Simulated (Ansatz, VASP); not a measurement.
**One calculation of Co, two programs**

INCAR

```
SYSTEM = Co
ALGO = Normal
EDIFF = 1E-7
ENCUT = 520
GGA = PE
ISIF = 2
ISMEAR = -1
ISPIN = 2
LASPH = .TRUE.
LCHARG = .TRUE.
LELF = .TRUE.
LMAXMIX = 4
LORBIT = 11
LREAL = .FALSE.
LVHAR = .TRUE.
LWAVE = .FALSE.
MAGMOM = 2 2
NBANDS = 20
NELM = 150
PREC = Accurate
SIGMA = 0.05
```

The input KPOINTS:

```
k-points
0
G
  12 12 7
  0 0 0
```

Contents of POSCAR:

```
Co
1.0
    2.5200971126      0.0000000000      0.0000000000
   -1.2600485563      2.1824681195      0.0000000000
    0.0000000000      0.0000000000      4.1167599708
Co
2
Direct
    0.3333333333      0.6666666667      0.7401390000
    0.6666666667      0.3333333333      0.2598610000
```

File input.yaml:

```yaml
crystal:
  lattice:
    - [2.5200971126, 0.0, 0.0]
    - [-1.2600485563, 2.1824681195, 0.0]
    - [0.0, 0.0, 4.1167599708]
  atoms:
    - { symbol: Co, position: [0.3333333333, 0.6666666667, 0.740139], spin: 2.0 }
    - { symbol: Co, position: [0.6666666667, 0.3333333333, 0.259861], spin: 2.0 }
kpoints:
  mp_grid: { grid: [12, 12, 7] }
scf:
  occupations: { method: fermi_dirac, width: 0.05 }
hamiltonian:
  xc: pbe
  pseudopotentials: { kind: all_electron, lapw: { basis_error: 0.0005 } }
magnetization:
  spin_polarized: true
output:
  forces: true
  stress: true
  eigenvalues: true
```

Change from the starting cell: volume scaled by 1.04.

Alike in both runs: task single point; functional PBE; k mesh 12 × 12 × 7; occupations fermi-dirac, width 0.05 eV; collinear spin.

```csv
,VASP,Ansatz
version,VASP 6.6.1,Ansatz 0.2.0
potentials or method,"VASP PAW PBE potentials, release 64 (Co), cutoff 520 eV","all-electron LAPW, scalar-relativistic"
```

```csv
,VASP,Ansatz,Ansatz less VASP
gap on the k mesh at the Fermi level (eV),none,none,-
pressure (GPa),-7.4,-6.9,+0.41
"traceless stress, the component that is largest in VASP (GPa)",-1.63,-1.55,+0.078
rms of the force components (eV/Å),0.209,0.212,+0.0034
net moment per atom (μB),1.66,1.67,+0.007
size of the moment on the site where the two differ most (μB),1.69,1.73,+0.046
```

Site moments also hang on the region over which each program counts them. Atom by atom the forces differ by 0.003 eV/Å (rms over components). A gap of «none» marks a metal or a gap that the smearing closes. Ansatz ran all-electron here, and VASP with PAW potentials.
